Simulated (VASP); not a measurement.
**Ge: single point with HSE06**

The system is Ge.

```
Ge
1.0
    -1.57559    1.57559    1.83494
     1.57559   -1.57559    1.83494
     1.57559    1.57559   -1.83494
Ge
1
Direct
  0.50000 0.50000 0.00000
```

```json
{
  "Program": "VASP 6.6.1",
  "Task": "single point",
  "Functional": "HSE06",
  "Potentials or basis": "VASP PAW PBE potentials, release 64 (Ge_d)",
  "Cutoff": "520 eV",
  "k mesh": "6 × 6 × 6",
  "Occupations": "fermi-dirac, width 0.05 eV",
  "Spin": "no spin polarisation"
}
```

The pressure is 3.4 GPa. The band gap on the k mesh is zero (bands 7 and 8 overlap by 13.60 eV).

Stress tensor (GPa, compression positive):
```
 7.09  0.00  0.00
 0.00  7.09  0.00
 0.00  0.00 -4.07
```

Levels at points of the mesh, in eV from the Fermi level:
```tsv
k point	band 5	band 6	band 7	band 8	band 9	band 10
(0.00, 0.00, 0.00)	-28.18	-15.20	10.17	10.55	10.55	15.16
(0.50, 0.00, 0.00)	-28.14	-8.84	-6.55	6.09	8.58	11.52
(0.50, 0.50, 0.00)	-28.13	-7.52	-5.91	3.79	5.47	8.52
(0.50, 0.50, 0.50)	-28.14	-3.46	-3.04	0.85	0.85	4.81
```

It took 41 min on 1 thread of Intel(R) Xeon(R) Platinum 8375C CPU @ 2.90GHz (Ice Lake), on a shared host, peak memory 0.24 GiB.

Caveat: the k points lie up to 0.44 Å⁻¹ apart, too coarse for converged energies and pressures of a metal; the PAW data sets were made with another functional, which shifts forces and pressure a little.
